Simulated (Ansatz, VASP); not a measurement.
**Br in VASP and in Ansatz**

File INCAR:

```
PREC     = Accurate       # precision mode
ENCUT    = 520            # plane-wave cutoff, eV
EDIFF    = 1E-6           # SCF threshold, eV
ISMEAR   = -1             # smearing method
SIGMA    = 0.05           # smearing width, eV
LREAL    = F              # projectors in reciprocal space
LASPH    = T              # aspherical terms in the spheres
NELM     = 80             # most SCF steps
ALGO     = Normal         # electronic algorithm
ISIF     = 2              # what is computed and relaxed
LWAVE    = F              # write WAVECAR
LCHARG   = F              # write CHGCAR
GGA      = PE             # functional
NBANDS   = 22             # bands
```

File KPOINTS:

```
Automatic mesh
0
Gamma
  7 7 3
```

POSCAR

```
Br
1.0
    3.3406771722     -2.3069619464      0.0000000000
    3.3406771722      2.3069619464      0.0000000000
    0.0000000000      0.0000000000      8.6438935422
Br
4
Direct
    0.3651000000      0.6349000000      0.3901000000
    0.1349000000      0.8651000000      0.8901000000
    0.6349000000      0.3651000000      0.6099000000
    0.8651000000      0.1349000000      0.1099000000
```

The input input.yaml:

```yaml
crystal:
  lattice:
    - [3.3406771722, -2.3069619464, 0.0]
    - [3.3406771722, 2.3069619464, 0.0]
    - [0.0, 0.0, 8.6438935422]
  atoms:
    - { symbol: Br, position: [0.3651, 0.6349, 0.3901] }
    - { symbol: Br, position: [0.1349, 0.8651, 0.8901] }
    - { symbol: Br, position: [0.6349, 0.3651, 0.6099] }
    - { symbol: Br, position: [0.8651, 0.1349, 0.1099] }
kpoints:
  mp_grid: { grid: [7, 7, 3] }
scf:
  occupations: { method: fermi_dirac, width: 0.05 }
hamiltonian:
  xc: pbe
  pseudopotentials: { kind: all_electron, lapw: { basis_error: 0.001 } }
output:
  forces: true
  stress: true
  eigenvalues: true
```

Change from the starting cell: volume scaled by 0.98.

Alike in both runs: task single point; functional PBE; k mesh 7 × 7 × 3; occupations fermi-dirac, width 0.05 eV; no spin polarisation.

|  | VASP | Ansatz |
| --- | --- | --- |
| version | VASP 6.6.1 | Ansatz 0.2.0 |
| potentials or method | VASP PAW PBE potentials, release 64 (Br), cutoff 520 eV | all-electron LAPW, scalar-relativistic |

Ansatz gave:

| Item | Value |
| --- | --- |
| gap on the k mesh at the Fermi level (eV) | 1.98 |
| least direct gap on the mesh (eV) | 1.99 |
| pressure (GPa) | 2.5 |
| traceless stress, the component that is largest in VASP (GPa) | 1.73 |
| rms of the force components (eV/Å) | 0.639 |

Question: Which values does VASP return?

Answer: gap on the k mesh at the Fermi level (eV): 1.97; least direct gap on the mesh (eV): 1.99; pressure (GPa): 2.5; traceless stress, the component that is largest in VASP (GPa): 1.77; rms of the force components (eV/Å): 0.649.

Atom by atom the forces differ by 0.009 eV/Å (rms over components). Ansatz ran all-electron here, and VASP with PAW potentials.
